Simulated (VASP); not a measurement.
# ZrS (I4/mmm) in VASP: notebook

The runs below take ZrS through single point, with PBEsol.

All numbers are computed with VASP 6.6.1; they aren't measurements. Logs are shortened: lines on timing, memory, paths and dates and some standing lists are left out, and cuts for length are marked.

### Step 1. The cell of the first run

It takes space group I4/mmm (No. 139, tetragonal). Conventional cell: a = 3.580 Å, b = 3.580 Å, c = 5.197 Å, α = 90.00°, β = 90.00°, γ = 90.00°. Within 3.3 Å of Zr (site symmetry 4/mmm) lie 6 S at 2.53 to 2.60 Å. S (site symmetry 4/mmm) has 6 Zr at 2.53 to 2.60 Å within 3.3 Å.

### Step 2. Single point, PBEsol (biaxial strain in the a-b plane: -2.0 %, then relaxed in part)

The input, INCAR:

```
  PREC = Accurate
  ENCUT = 520
  EDIFF = 1E-6
  ISMEAR = 0
  SIGMA = 0.1
  LREAL = False
  LASPH = True
  NELM = 80
  ALGO = Normal
  ISIF = 2
  LWAVE = False
  LCHARG = True
  GGA = PS
  LELF = True
  LVHAR = True
  NBANDS = 26
```

The input, KPOINTS:

```
Automatic mesh
0
Gamma
  14 14 10
```

The input, POSCAR:

```
ZrS
1.0
    2.5314138437      2.5314138437      0.0000000000
   -2.5314138437      2.5314138437      0.0000000000
    0.0000000000      0.0000000000      5.1966174883
Zr S
2 2
Direct
    0.0000000000      0.0000000000      0.0000000000
    0.5000000000      0.5000000000      0.5000000000
    0.5000000000      0.5000000000      0.0000000000
    0.0000000000      0.0000000000      0.5000000000
```

Potentials or basis: VASP PAW PBE potentials, release 64 (Zr_sv, S).

Started as:

```bash
cat potpaw_PBE.64/Zr_sv/POTCAR potpaw_PBE.64/S/POTCAR > POTCAR
mpirun -np 1 vasp_std > vasp.out
```

OUTCAR:

```text
PREC = Accurate
   ENCUT = 520
   EDIFF = 1E-6
   ISMEAR = 0
   LREAL = False
   LASPH = True
   NELM = 80
   ISIF = 2
   GGA = PS

 ion  position               nearest neighbor table
   1  0.000  0.000  0.000-   3 2.53   3 2.53   3 2.53   3 2.53   4 2.60   4 2.60   2 3.63   2 3.63
                             2 3.63   2 3.63   2 3.63   2 3.63   2 3.63   2 3.63
   2  0.500  0.500  0.500-   4 2.53   4 2.53   4 2.53   4 2.53   3 2.60   3 2.60   1 3.63   1 3.63
                             1 3.63   1 3.63   1 3.63   1 3.63   1 3.63   1 3.63
   3  0.500  0.500  0.000-   1 2.53   1 2.53   1 2.53   1 2.53   2 2.60   2 2.60
   4  0.000  0.000  0.500-   2 2.53   2 2.53   2 2.53   2 2.53   1 2.60   1 2.60

  LATTYP: Found a simple tetragonal cell.
 ALAT       =     3.5799597897
 C/A-ratio  =     1.4515854349

  Lattice vectors:

 A1 = (   2.5314138437,   2.5314138437,   0.0000000000)
 A2 = (  -2.5314138437,   2.5314138437,   0.0000000000)
 A3 = (   0.0000000000,   0.0000000000,   5.1966174883)

Analysis of symmetry for initial positions (statically):
=====================================================================
 Subroutine PRICEL returns following result:

  LATTYP: Found a body centered tetragonal cell.
 ALAT       =     3.5799597897
 C/A-ratio  =     1.4515854349

  Lattice vectors:

 A1 = (   2.5314138437,   0.0000000000,  -2.5983087442)
 A2 = (  -2.5314138437,   0.0000000000,  -2.5983087441)
 A3 = (   0.0000000000,   2.5314138437,   2.5983087441)

   2 primitive cells build up your supercell.

 Routine SETGRP: Setting up the symmetry group for a
 simple tetragonal supercell.

 Subroutine GETGRP returns: Found 16 space group operations
 (whereof 16 operations were pure point group operations)
 out of a pool of 16 trial point group operations.

The static configuration has the point symmetry D_4h.

Analysis of symmetry for dynamics (positions and initial velocities):
=====================================================================
 Subroutine PRICEL returns following result:

  LATTYP: Found a body centered tetragonal cell.
 ALAT       =     3.5799597897
 C/A-ratio  =     1.4515854349

  Lattice vectors:

 A1 = (   2.5314138437,   0.0000000000,  -2.5983087442)
 A2 = (  -2.5314138437,   0.0000000000,  -2.5983087441)
 A3 = (   0.0000000000,   2.5314138437,   2.5983087441)

[... 105 lines left out ...]
   LSORBIT =      F    spin-orbit coupling
   LASPH  =      T    aspherical Exc in radial PAW
   ENCUT  =  520.0 eV  38.22 Ry    6.18 a.u.   6.66  6.66  9.66*2*pi/ulx,y,z
   NELM   =     80;   NELMIN=  2; NELMDL= -5     # of ELM steps
   EDIFF  = 0.1E-05   stopping-criterion for ELM
   LREAL  =      F    real-space projection
   EDIFFG = 0.1E-04   stopping-criterion for IOM
   NSW    =      0    number of steps for IOM
   IBRION =     -1    ionic relax: 0-MD 1-quasi-New 2-CG
   NFREE  =      0    steps in history (QN), initial steepest desc. (CG)
   ISIF   =      2    stress and relaxation
   ISYM   =      2    0-nonsym 1-usesym 2-fastsym
   POTIM  = 0.5000    time-step for ionic-motion
   TEBEG  =    0.0;   TEEND  =   0.0 temperature during run
   PSTRESS=    0.0 pullay stress
   NELECT =      36.0000    total number of electrons
   NUPDOWN=      -1.0000    fix difference up-down
   EMIN   =  10.00;   EMAX   =-10.00  energy-range for DOS
   EFERMI =   0.00;   METHOD = LEGACY
   ISMEAR =     0;   SIGMA  =   0.10  broadening in eV -4-tet -1-fermi 0-gaus
   EFERMI_NEDOS =   21; number of points for ismear=-14 and -15
   IALGO  =     38    algorithm
   IMIX   =      4    mixing-type and parameters
     AMIX     =   0.40;   BMIX     =  1.00
     AMIX_MAG =   1.60;   BMIX_MAG =  1.00
  volume/ion in A,a.u.               =      16.65       112.36
  Fermi-wavevector in a.u.,A,eV,Ry     =   1.333573  2.520087 24.196815  1.778416
  Thomas-Fermi vector in A             =   2.462421
   LORBIT       =      0    0 simple, 1 ext, 2 COOP (PROOUT), +10 PAW based schemes
   GGA     = PS    functional components
   LHFCALC =     F    Hartree Fock is set to
   AEXX    =    0.0000 exact exchange contribution
   IVDW    =     0    specifies the selected vdW correction
   LEPSILON=     F    determine dielectric tensor
   LRPA    =     F    only Hartree local field effects (RPA)
 non-spin polarized calculation
 Gauss-broadening in eV      SIGMA  =   0.10
  energy-cutoff  :      520.00
  volume of cell :       66.60
 maximum number of plane-waves:      1823
 NGX is ok and might be reduce to    28
   NGX = 13   NGY = 13   NGZ = 19

 number of electron      35.9999996 magnetization

 Free energy of the ion-electron system (eV)
  ---------------------------------------------------
  ext. energy  EPLUGINS =         0.00000000
  ---------------------------------------------------
  free energy    TOTEN  =       -32.95055564 eV

  energy without entropy =      -32.93780891  energy(sigma->0) =      -32.94418227

 E-fermi :  11.6571     XC(G=0): -11.8613

 val. band max:       11.6555122138   @ k =   0.3571   0.0714   0.1000
 cond. band min:      11.6601924353   @ k =   0.0000   0.0000   0.4000
 fundamental gap:      0.0046802216
 Fermi energy:        11.6570613367

 k-point     1 :       0.0000    0.0000    0.0000
  band No.  band energies     occupation
      1     -38.0384      2.00000
      2     -37.9890      2.00000
      3     -16.3975      2.00000
      4     -16.1877      2.00000
      5     -16.1877      2.00000
      6     -16.0496      2.00000
[... 685 lines left out ...]
     25      14.6061      0.00000
     26      15.0014      0.00000

 [... further k-points ...]

------------------------ aborting loop because EDIFF is reached ----------------------------------------

  FORCE on cell =-STRESS in cart. coord.  units (eV):
  Direction    XX          YY          ZZ          XY          YZ          ZX
  --------------------------------------------------------------------------------------
  -------------------------------------------------------------------------------------
  Total        3.7245090      3.7245090      0.0800650      0.0000000     -0.0000000      0.0000000
  in kB       89.5988752     89.5988752      1.9260891      0.0000000     -0.0000000      0.0000000
  external PRESSURE =      60.3746131 kB  Pullay stress =       0.0000000 kB

 VOLUME and BASIS-vectors are now :
 -----------------------------------------------------------------------------
  energy-cutoff  :      520.00
  volume of cell :       66.60
      direct lattice vectors                 reciprocal lattice vectors
     2.531413844  2.531413844  0.000000000     0.197518079  0.197518079  0.000000000
    -2.531413844  2.531413844  0.000000000    -0.197518079  0.197518079  0.000000000
     0.000000000  0.000000000  5.196617488     0.000000000  0.000000000  0.192432867

 POSITION                                       TOTAL-FORCE (eV/Angst)
 -----------------------------------------------------------------------------------
      0.00000      0.00000      0.00000        -0.000000     -0.000000      0.000000
      0.00000      2.53141      2.59831        -0.000000     -0.000000     -0.000000
      0.00000      2.53141      0.00000         0.000000      0.000000      0.000000
      0.00000      0.00000      2.59831         0.000000      0.000000      0.000000
 -----------------------------------------------------------------------------------
    total drift:                               -0.000000      0.000000      0.000000

  FREE ENERGIE OF THE ION-ELECTRON SYSTEM (eV)
  ---------------------------------------------------
  free  energy   TOTEN  =       -32.9505556363 eV

  energy  without entropy=      -32.9378089115  energy(sigma->0) =      -32.94418227
```

stdout:

```text
POSCAR found type information on POSCAR ZrS
 POSCAR found :  2 types and       4 ions
 scaLAPACK will be used
 -----------------------------------------------------------------------------
|                                                                             |
|                                                                             |
|     You enforced a specific xc type in the INCAR file but a different       |
|     I HOPE YOU KNOW WHAT YOU ARE DOING!                                     |
|                                                                             |
 -----------------------------------------------------------------------------

 LDA part: xc-table for (Slater+PW92), standard interpolation
 POSCAR, INCAR and KPOINTS ok, starting setup
 FFT: planning ... GRIDC
 FFT: planning ... GRID_SOFT
 FFT: planning ... GRID
 WAVECAR not read
 entering main loop
```

Wall time 4.9 min (1 thread of AMD EPYC 7R13 (Zen 3), shared host); peak memory 0.37 GiB.

What came out:

- Free energy: -32.9506 eV
- Pressure: 6.0 GPa
- Band gap on the k mesh: zero (bands 18 and 19 overlap by 3.07 eV)

Caveat: the cell differs from its parent crystal (biaxial strain in the a-b plane: -2.0 %, then relaxed in part); the cell stands under pressure; the PAW data sets were made with another functional, which shifts forces and pressure a little.

### Step 3. Single point, PBEsol (biaxial strain in the a-b plane: -2.0 %)

The input, INCAR:

```
ALGO = Normal
EDIFF = 1E-7
ENCUT = 520
GGA = PS
ISIF = 2
ISMEAR = 0
LASPH = True
LCHARG = True
LELF = True
LREAL = False
LVHAR = True
LWAVE = False
NBANDS = 26
NELM = 60
PREC = Accurate
SIGMA = 0.1
```

The input, KPOINTS:

```
k-points
0
Gamma
  14 14 10
```

POSCAR, as its differences from that of step 2:

```diff
@@ -4,3 +4,3 @@
    -2.5314138437      2.5314138437      0.0000000000
-    0.0000000000      0.0000000000      5.1966174883
+    0.0000000000      0.0000000000      5.2281445098
 Zr S
```

Potentials or basis: VASP PAW PBE potentials, release 64 (Zr_sv, S).

Started as:

```bash
cat potpaw_PBE.64/Zr_sv/POTCAR potpaw_PBE.64/S/POTCAR > POTCAR
mpirun -np 1 vasp_std > vasp.out
```

It took 5.3 min on 1 thread of AMD EPYC 7R13 (Zen 3), shared host; peak memory 0.38 GiB.

Results (log left out):

| Property | Result |
| --- | --- |
| Free energy | -32.9489 eV |
| Pressure | 5.2 GPa |
| Band gap on the k mesh | zero (bands 18 and 19 overlap by 3.01 eV) |

Stress tensor (GPa, compression positive):
```
 8.58  0.00  0.00
 0.00  8.58  0.00
 0.00  0.00 -1.69
```

Levels at points of the mesh, in eV from the Fermi level:
```tsv
k point	band 14	band 15	band 16	band 17	band 18	band 19	band 20	band 21	band 22	band 23
(0.00, 0.00, 0.00)	-3.85	-3.59	-3.48	-3.48	-1.78	-1.41	-1.41	-0.89	-0.71	0.44
(0.50, 0.00, 0.00)	-6.13	-5.89	-5.89	0.51	0.51	1.01	1.01	1.18	1.18	1.95
(0.50, 0.50, 0.00)	-4.56	-4.51	-4.51	-3.82	-3.82	0.59	0.59	2.52	2.52	2.78
(0.00, 0.00, 0.50)	-4.29	-4.29	-4.29	-2.98	-2.98	-0.18	-0.18	1.29	1.29	1.29
(0.50, 0.00, 0.50)	-6.28	-6.27	-6.27	1.60	1.60	1.72	1.72	1.94	1.94	2.07
(0.50, 0.50, 0.50)	-5.99	-5.99	-5.99	-0.21	-0.21	-0.21	-0.21	2.09	2.09	2.80
```

Caveat: the cell differs from its parent crystal (biaxial strain in the a-b plane: -2.0 %); the cell stands under pressure; the PAW data sets were made with another functional, which shifts forces and pressure a little.
